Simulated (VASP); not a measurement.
Input of a VASP 6.6.1 run:

Contents of INCAR:

```
ALGO = Normal
EDIFF = 1E-6
ENCUT = 520
ISIF = 2
ISMEAR = -1
LASPH = True
LCHARG = True
LELF = True
LREAL = False
LVHAR = True
LWAVE = False
NBANDS = 11
NELM = 60
PREC = Accurate
SIGMA = 0.1
```

File KPOINTS:

```
k-points
0
Gamma
  10 10 10
```

POSCAR

```
Ba
1.0
    0.0000000000      2.9943435877      2.9943435877
    2.9943435877      0.0000000000      2.9943435877
    2.9943435877      2.9943435877      0.0000000000
Ba
1
Direct
    0.0000000000      0.0000000000      0.0000000000
```

Potentials or basis: VASP PAW LDA potentials, release 64 (Ba_sv).

Run with:

```bash
$ cat potpaw_LDA.64/Ba_sv/POTCAR > POTCAR
$ mpirun -np 1 vasp_std > vasp.out
```

**Question.** What does it give for the pressure?

**Answer.** 0.1 GPa.

**Question.** Estimate the band gap on the k mesh.

**Answer.** Zero (bands 5 and 6 overlap by 0.44 eV).

Caveat: spin-orbit coupling is left out, which moves the levels of the heavy elements.
